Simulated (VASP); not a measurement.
# SiRu5 in VASP: notebook

The runs below take SiRu5 through single point, with LDA.

Program: VASP 6.6.1. These are calculated values, not measurements. Logs are shortened: lines on timing, memory, paths and dates and some standing lists are left out, and cuts for length are marked.

## 1. The cell of the first run

The cell holds a slab with vacuum, 6 atoms: a = 2.674 Å, b = 2.674 Å, c = 23.900 Å, α = 90.00°, β = 90.00°, γ = 120.00°.

## 2. Single point, LDA

Input file INCAR:

```
PREC = Accurate ; ENCUT = 520
EDIFF = 1E-6 ; ISMEAR = 0
SIGMA = 0.1 ; LREAL = False
LASPH = True ; NELM = 60
ALGO = Normal ; ISIF = 2
LWAVE = False ; LCHARG = False
LDIPOL = True ; IDIPOL = 3
DIPOL = 0.5 0.5 0.388 ; GGA = CA
NBANDS = 46
```

Input file KPOINTS:

```
regular mesh
0
Gamma
  12 12 1
```

Input file POSCAR:

```
SiRu5
1.0
    2.6740588505      0.0000000000      0.0000000000
   -1.3370294252      2.3158028957      0.0000000000
    0.0000000000      0.0000000000     23.8999247755
Ru Si
5 1
Direct
    0.6666666667      0.3333333333      0.1673645435
    0.3333333333      0.6666666667      0.2557907839
    0.6666666667      0.3333333333      0.3443582822
    0.3333333333      0.6666666667      0.4334512798
    0.6666666667      0.3333333333      0.5188269374
    0.6666666667      0.8333333333      0.6057327227
```

Potentials or basis: VASP PAW LDA potentials, release 64 (Ru_pv, Si).

Command:

```bash
$ cat potpaw_LDA.64/Ru_pv/POTCAR potpaw_LDA.64/Si/POTCAR > POTCAR
$ mpirun -np 1 vasp_std > vasp.out
```

OUTCAR:

```text
PREC = Accurate
   ENCUT = 520
   EDIFF = 1E-6
   ISMEAR = 0
   LREAL = False
   LASPH = True
   NELM = 60
   ISIF = 2
   GGA = CA

 ion  position               nearest neighbor table
   1  0.667  0.333  0.167-   2 2.62   2 2.62   2 2.62
   2  0.333  0.667  0.256-   1 2.62   1 2.62   1 2.62   3 2.62   3 2.62   3 2.62
   3  0.667  0.333  0.344-   2 2.62   2 2.62   2 2.62   4 2.63   4 2.63   4 2.63
   4  0.333  0.667  0.433-   5 2.56   5 2.56   5 2.56   3 2.63   3 2.63   3 2.63
   5  0.667  0.333  0.519-   6 2.47   6 2.47   4 2.56   4 2.56   4 2.56   6 3.11   6 3.11
   6  0.667  0.833  0.606-   5 2.47   5 2.47   5 3.11   5 3.11

  LATTYP: Found a hexagonal cell.
 ALAT       =     2.6740588505
 C/A-ratio  =     8.9376958817

  Lattice vectors:

 A1 = (   2.6740588505,   0.0000000000,   0.0000000000)
 A2 = (  -1.3370294252,   2.3158028957,   0.0000000000)
 A3 = (   0.0000000000,   0.0000000000,  23.8999247755)

Analysis of symmetry for initial positions (statically):
=====================================================================
 Subroutine PRICEL returns:
 Original cell was already a primitive cell.

 Routine SETGRP: Setting up the symmetry group for a
 hexagonal supercell.

 Subroutine GETGRP returns: Found  2 space group operations
 (whereof  2 operations were pure point group operations)
 out of a pool of 24 trial point group operations.

The static configuration has the point symmetry C_1h.

Analysis of symmetry for dynamics (positions and initial velocities):
=====================================================================
 Subroutine PRICEL returns:
 Original cell was already a primitive cell.

 Routine SETGRP: Setting up the symmetry group for a
 hexagonal supercell.

 Subroutine GETGRP returns: Found  2 space group operations
 (whereof  2 operations were pure point group operations)
 out of a pool of 24 trial point group operations.

The dynamic configuration has the point symmetry C_1h.

 Subroutine INISYM returns: Found  2 space group operations
 (whereof  2 operations are pure point group operations),
 and found     1 'primitive' translations

----------------------------------------------------------------------------------------

                                     Primitive cell

  volume of cell :     148.0025

  direct lattice vectors                    reciprocal lattice vectors
     2.674058850  0.000000000  0.000000000     0.373963348  0.215907840  0.000000000
    -1.337029425  2.315802896  0.000000000     0.000000000  0.431815679  0.000000000
     0.000000000  0.000000000 23.899924776     0.000000000  0.000000000  0.041841136

  length of vectors
     2.674058850  2.674058850 23.899924776     0.431815679  0.431815679  0.041841136

  position of ions in fractional coordinates (direct lattice)
     0.666666667  0.333333333  0.167364543
     0.333333333  0.666666667  0.255790784
     0.666666667  0.333333333  0.344358282
     0.333333333  0.666666667  0.433451280
     0.666666667  0.333333333  0.518826937
     0.666666667  0.833333333  0.605732723

  ion indices of the primitive-cell ions
   primitive index   ion index
                 1           1
                 2           2
                 3           3
                 4           4
                 5           5
                 6           6

----------------------------------------------------------------------------------------

 KPOINTS: regular mesh

Automatic generation of k-mesh.
 Grid dimensions read from file:
 generate k-points for:   12   12    1

 Generating k-lattice:

  Cartesian coordinates                     Fractional coordinates (reciprocal lattice)
     0.031163612  0.017992320  0.000000000     0.083333333  0.000000000  0.000000000
     0.000000000  0.035984640  0.000000000     0.000000000  0.083333333  0.000000000
     0.000000000  0.000000000  0.041841136     0.000000000  0.000000000  1.000000000

  Length of vectors
     0.035984640  0.035984640  0.041841136

  Shift w.r.t. Gamma in fractional coordinates (k-lattice)
     0.000000000  0.000000000  0.000000000

 Subroutine IBZKPT returns following result:
 ===========================================

 Found     43 irreducible k-points:

 Following reciprocal coordinates:
            Coordinates               Weight
  0.000000  0.000000  0.000000      1.000000
  0.083333  0.000000  0.000000      2.000000
  0.000000  0.083333  0.000000      4.000000
  0.166667  0.000000  0.000000      2.000000
  0.000000  0.166667  0.000000      4.000000
  0.250000  0.000000  0.000000      2.000000
[... 16 lines left out ...]
 -0.083333  0.416667  0.000000      4.000000
 -0.416667  0.333333  0.000000      4.000000
 [... further k-points ...]
   k-points           NKPTS =     43   k-points in BZ     NKDIM =     43   number of bands    NBANDS=     46
   number of dos      NEDOS =    301   number of ions     NIONS =      6
   total plane-waves  NPLWV =  72000
   dimension x,y,z NGX =    20 NGY =   20 NGZ =  180
   dimension x,y,z NGXF=    40 NGYF=   40 NGZF=  360
   ions per type =               5   1
   NGX,Y,Z   is equivalent  to a cutoff of  12.43, 12.43, 12.52 a.u.
   NGXF,Y,Z  is equivalent  to a cutoff of  24.87, 24.87, 25.04 a.u.
 SYSTEM =  unknown system
   PREC   = accura    normal or accurate (medium, high low for compatibility)
   ISTART =      0    job   : 0-new  1-cont  2-samecut
   ICHARG =      2    charge: 1-file 2-atom 10-const
   ISPIN  =      1    spin polarized calculation?
   LNONCOLLINEAR =      F non collinear calculations
   LSORBIT =      F    spin-orbit coupling
   LASPH  =      T    aspherical Exc in radial PAW
   ENCUT  =  520.0 eV  38.22 Ry    6.18 a.u.   4.97  4.97 44.44*2*pi/ulx,y,z
   NELM   =     60;   NELMIN=  2; NELMDL= -5     # of ELM steps
   EDIFF  = 0.1E-05   stopping-criterion for ELM
   LREAL  =      F    real-space projection
   EDIFFG = 0.1E-04   stopping-criterion for IOM
   NSW    =      0    number of steps for IOM
   IBRION =     -1    ionic relax: 0-MD 1-quasi-New 2-CG
   NFREE  =      0    steps in history (QN), initial steepest desc. (CG)
   ISIF   =      2    stress and relaxation
   ISYM   =      2    0-nonsym 1-usesym 2-fastsym
   POTIM  = 0.5000    time-step for ionic-motion
   TEBEG  =    0.0;   TEEND  =   0.0 temperature during run
   PSTRESS=    0.0 pullay stress
   NELECT =      74.0000    total number of electrons
   NUPDOWN=      -1.0000    fix difference up-down
   EMIN   =  10.00;   EMAX   =-10.00  energy-range for DOS
   EFERMI =   0.00;   METHOD = LEGACY
   ISMEAR =     0;   SIGMA  =   0.10  broadening in eV -4-tet -1-fermi 0-gaus
   EFERMI_NEDOS =   21; number of points for ismear=-14 and -15
   IALGO  =     38    algorithm
   IMIX   =      4    mixing-type and parameters
     AMIX     =   0.40;   BMIX     =  1.00
     AMIX_MAG =   1.60;   BMIX_MAG =  1.00
  volume/ion in A,a.u.               =      24.67       166.46
  Fermi-wavevector in a.u.,A,eV,Ry     =   1.299359  2.455432 22.971164  1.688333
  Thomas-Fermi vector in A             =   2.430628
   LORBIT       =      0    0 simple, 1 ext, 2 COOP (PROOUT), +10 PAW based schemes
   GGA     = CA    functional components
   LHFCALC =     F    Hartree Fock is set to
   AEXX    =    0.0000 exact exchange contribution
   IVDW    =     0    specifies the selected vdW correction
   LEPSILON=     F    determine dielectric tensor
   LRPA    =     F    only Hartree local field effects (RPA)
 non-spin polarized calculation
 Gauss-broadening in eV      SIGMA  =   0.10
  energy-cutoff  :      520.00
  volume of cell :      148.00
 maximum number of plane-waves:      4053
   NGX =  9   NGY =  9   NGZ = 89

 dipolmoment           0.000000      0.000000      0.093776 electrons x Angstroem

 number of electron      73.9999991 magnetization

 dipolmoment           0.000000      0.000000     -0.015345 electrons x Angstroem

 Free energy of the ion-electron system (eV)
  ---------------------------------------------------
  ext. energy  EPLUGINS =         0.00000000
  ---------------------------------------------------
  free energy    TOTEN  =       -57.65419066 eV

  energy without entropy =      -57.62913666  energy(sigma->0) =      -57.64166366

 E-fermi :   4.5061     XC(G=0):  -8.3305

 val. band max:        4.5040501210   @ k =   0.1667   0.0000   0.0000
 cond. band min:       4.5067723130   @ k =   0.2500   0.0833   0.0000
 fundamental gap:      0.0027221920
 Fermi energy:         4.5060594333

 k-point     1 :       0.0000    0.0000    0.0000
  band No.  band energies     occupation
      1     -39.0871      2.00000
      2     -38.8160      2.00000
      3     -38.3778      2.00000
      4     -38.0992      2.00000
      5     -38.0984      2.00000
      6     -38.0540      2.00000
[... 38 lines left out ...]
     45       5.5931      0.00000
     46       5.7270      0.00000

 k-point     2 :       0.0833    0.0000    0.0000
  band No.  band energies     occupation
      1     -39.0643      2.00000
      2     -38.8062      2.00000
      3     -38.3964      2.00000
      4     -38.1591      2.00000
      5     -38.1166      2.00000
      6     -38.0905      2.00000
[... 38 lines left out ...]
     45       5.7973      0.00000
     46       6.2380      0.00000

 k-point     3 :       0.0000    0.0833    0.0000
  band No.  band energies     occupation
      1     -39.0643      2.00000
      2     -38.8061      2.00000
      3     -38.3964      2.00000
      4     -38.1598      2.00000
      5     -38.1159      2.00000
      6     -38.0909      2.00000
[... 38 lines left out ...]
     45       5.8034      0.00000
     46       6.2081      0.00000

 k-point     4 :       0.1667    0.0000    0.0000
  band No.  band energies     occupation
      1     -39.0013      2.00000
      2     -38.7866      2.00000
      3     -38.4768      2.00000
      4     -38.3187      2.00000
      5     -38.2044      2.00000
      6     -38.1635      2.00000
[... 920 lines left out ...]
     45       6.9327      0.00000
     46       7.9485      0.00000

 k-point    23 :      -0.0833    0.4167    0.0000
  band No.  band energies     occupation
      1     -38.9426      2.00000
      2     -38.9203      2.00000
      3     -38.8161      2.00000
      4     -38.7393      2.00000
      5     -38.5584      2.00000
      6     -38.4141      2.00000
[... 38 lines left out ...]
     45       7.0222      0.00000
     46       8.2069      0.00000

 k-point    24 :      -0.4167    0.3333    0.0000
  band No.  band energies     occupation
      1     -38.9425      2.00000
      2     -38.9201      2.00000
      3     -38.8153      2.00000
      4     -38.7383      2.00000
      5     -38.5565      2.00000
      6     -38.4136      2.00000
[... 38 lines left out ...]
     45       7.0200      0.00000
     46       8.2064      0.00000

 [... further k-points ...]

------------------------ aborting loop because EDIFF is reached ----------------------------------------

 vacuum level on the upper side and lower side of the slab       (xc-potential included)        -0.424         0.008

  FORCE on cell =-STRESS in cart. coord.  units (eV):
  Direction    XX          YY          ZZ          XY          YZ          ZX
  --------------------------------------------------------------------------------------
  -------------------------------------------------------------------------------------
  Total       -1.8114211     -0.9915465     -0.4520915     -0.7100322      0.0906072      0.1569363
  in kB      -19.6092468    -10.7338266     -4.8940437     -7.6863394      0.9808539      1.6988890
  external PRESSURE =     -11.7457057 kB  Pullay stress =       0.0000000 kB

 VOLUME and BASIS-vectors are now :
 -----------------------------------------------------------------------------
  energy-cutoff  :      520.00
  volume of cell :      148.00
      direct lattice vectors                 reciprocal lattice vectors
     2.674058850  0.000000000  0.000000000     0.373963348  0.215907840  0.000000000
    -1.337029425  2.315802896  0.000000000     0.000000000  0.431815679  0.000000000
     0.000000000  0.000000000 23.899924776     0.000000000  0.000000000  0.041841136

 POSITION                                       TOTAL-FORCE (eV/Angst)
 -----------------------------------------------------------------------------------
      1.33703      0.77193      4.00000        -0.001886     -0.001089      0.771808
     -0.00000      1.54387      6.11338         0.011076      0.006395     -0.669609
      1.33703      0.77193      8.23014        -0.019402     -0.011202     -0.047751
     -0.00000      1.54387     10.35945        -0.078703     -0.045439     -0.774890
      1.33703      0.77193     12.39992         0.104035      0.060065      0.669713
      0.66851      1.92984     14.47697        -0.015119     -0.008729      0.050730
 -----------------------------------------------------------------------------------
    total drift:                               -0.000095     -0.000055      0.000170

  FREE ENERGIE OF THE ION-ELECTRON SYSTEM (eV)
  ---------------------------------------------------
  free  energy   TOTEN  =       -57.6541906627 eV

  energy  without entropy=      -57.6291366634  energy(sigma->0) =      -57.64166366

 vacuum level on the upper side and lower side of the slab         9.384         9.819
```

It took 6.1 min on 1 thread of Intel Xeon 6975P-C (Granite Rapids), shared host; peak memory 0.35 GiB.

Results:

```
Free energy            : -57.6542 eV
Largest force          : 0.780 eV/Å
Band gap on the k mesh : zero (band 37 reaches 5.96 eV, above the bottom of band 38 at 3.40 eV)
```

Forces in eV/Å, atoms in the order of the input:
```
Ru  -0.002 -0.001  0.772
Ru   0.011  0.006 -0.670
Ru  -0.019 -0.011 -0.048
Ru  -0.079 -0.045 -0.775
Ru   0.104  0.060  0.670
Si  -0.015 -0.009  0.051
```

Levels at points of the mesh, in eV from the Fermi level:
```
           k point  band 32  band 33  band 34  band 35  band 36  band 37  band 38  band 39  band 40  band 41
(0.00, 0.00, 0.00)    -2.43    -2.08    -2.03    -2.03    -1.14    -1.11    -0.51    -0.38    -0.30     0.46
(0.50, 0.00, 0.00)    -0.86    -0.79     0.36     0.55     0.86     1.42     1.55     1.68     1.82     1.92
(0.00, 0.50, 0.00)    -0.89    -0.81     0.31     0.52     0.94     1.45     1.55     1.69     1.82     1.91
```

## 3. Single point, LDA

Input file INCAR:

```
PREC     = Accurate       # precision mode
ENCUT    = 520            # plane-wave cutoff, eV
EDIFF    = 1E-6           # SCF threshold, eV
ISMEAR   = 0              # smearing method
SIGMA    = 0.1            # smearing width, eV
LREAL    = False          # projectors in reciprocal space
LASPH    = True           # aspherical terms in the spheres
NELM     = 60             # most SCF steps
ALGO     = Normal         # electronic algorithm
ISIF     = 2              # what is computed and relaxed
LWAVE    = False          # write WAVECAR
LCHARG   = False          # write CHGCAR
LDIPOL   = True         
IDIPOL   = 3            
DIPOL    = 0.5 0.5 0.389
NBANDS   = 46             # bands
```

Input file KPOINTS:

```
Automatic mesh
0
Gamma
  12 12 1
```

Input file POSCAR:

```
SiRu5
1.0
    2.6740588505      0.0000000000      0.0000000000
   -1.3370294252      2.3158028957      0.0000000000
    0.0000000000      0.0000000000     23.8999247755
Ru Si
5 1
Direct
    0.6666666667      0.3333333333      0.1673645435
    0.3333333334      0.6666666667      0.2557907839
    0.6666666667      0.3333333333      0.3443582822
    0.3333333334      0.6666666667      0.4334512798
    0.6666666667      0.3333333333      0.5188269374
    0.8333333334      0.6666666667      0.6121307891
```

Potentials or basis: VASP PAW LDA potentials, release 64 (Ru_pv, Si).

Command:

```bash
$ cat potpaw_LDA.64/Ru_pv/POTCAR potpaw_LDA.64/Si/POTCAR > POTCAR
$ mpirun -np 1 vasp_std > vasp.out
```

Wall time 4.8 min (1 thread of Intel Xeon 6975P-C (Granite Rapids), shared host); peak memory 0.36 GiB.

Results (log left out):

- Free energy: -57.4329 eV
- Largest force: 0.786 eV/Å
- Band gap on the k mesh: zero (band 37 reaches 6.08 eV, above the bottom of band 38 at 3.51 eV)

Forces on the atoms (eV/Å):
```
Ru   0.000  0.007  0.786
Ru   0.000 -0.032 -0.758
Ru   0.000  0.022  0.008
Ru   0.000 -0.201 -0.514
Ru   0.000 -0.334  0.437
Si   0.000  0.538  0.040
```

Levels at points of the mesh, in eV from the Fermi level:
```csv
k point,band 33,band 34,band 35,band 36,band 37,band 38,band 39,band 40,band 41,band 42
"(0.00, 0.00, 0.00)",-2.07,-2.04,-2.04,-1.11,-1.09,-0.55,-0.30,-0.30,0.54,0.56
"(0.50, 0.00, 0.00)",-0.86,0.39,0.63,0.69,1.48,1.54,1.68,1.81,1.95,2.18
"(0.00, 0.50, 0.00)",-0.87,0.28,0.45,0.93,1.45,1.54,1.68,1.82,1.96,2.00
```

## 4. Single point, LDA

Input file INCAR:

```
SYSTEM = SiRu5
PREC = Accurate
ENCUT = 520
EDIFF = 1E-7
ISMEAR = 0
SIGMA = 0.1
LREAL = .False.
LASPH = .True.
NELM = 80
ALGO = Normal
ISIF = 2
LWAVE = .False.
LCHARG = .True.
LDIPOL = .True.
IDIPOL = 3
DIPOL = 0.5 0.5 0.389
GGA = CA
LELF = .True.
LVHAR = .True.
LVACPOTAV = .True.
NBANDS = 46
```

Input file KPOINTS:

```
regular mesh
0
Gamma
  12 12 1
  0 0 0
```

Input file POSCAR:

```
SiRu5
1.0
    2.6740588505      0.0000000000      0.0000000000
   -1.3370294252      2.3158028957      0.0000000000
    0.0000000000      0.0000000000     23.8999247755
Ru Si
5 1
Direct
    0.6666666667      0.3333333333      0.1673645435
    0.3333333333      0.6666666666      0.2557907839
    0.6666666667      0.3333333333      0.3443582822
    0.3333333333      0.6666666666      0.4334512798
    0.6666666667      0.3333333333      0.5188269374
    1.0000000000      0.5000000000      0.6119553998
```

Command:

```bash
$ cat potpaw_LDA.64/Ru_pv/POTCAR potpaw_LDA.64/Si/POTCAR > POTCAR
$ mpirun -np 1 vasp_std > vasp.out
```

It took 5.9 min on 1 thread of Intel Xeon 6975P-C (Granite Rapids), shared host; peak memory 0.35 GiB.

Results (log left out):

```
Free energy            : -57.4358 eV
Largest force          : 0.799 eV/Å
Band gap on the k mesh : zero (band 37 reaches 6.06 eV, above the bottom of band 38 at 3.51 eV)
```

Forces in eV/Å, atoms in the order of the input:
```
Ru   0.010  0.006  0.799
Ru  -0.039 -0.022 -0.783
Ru   0.047  0.027  0.043
Ru  -0.126 -0.073 -0.525
Ru  -0.374 -0.216  0.423
Si   0.482  0.278  0.044
```

Levels at points of the mesh, in eV from the Fermi level:
```csv
k point,band 34,band 35,band 36,band 37,band 38,band 39
"(0.00, 0.00, 0.00)",-2.04,-2.03,-1.11,-1.09,-0.54,-0.32
"(0.50, 0.00, 0.00)",0.46,0.54,0.74,1.48,1.54,1.68
"(0.00, 0.50, 0.00)",0.25,0.52,0.93,1.46,1.54,1.69
```
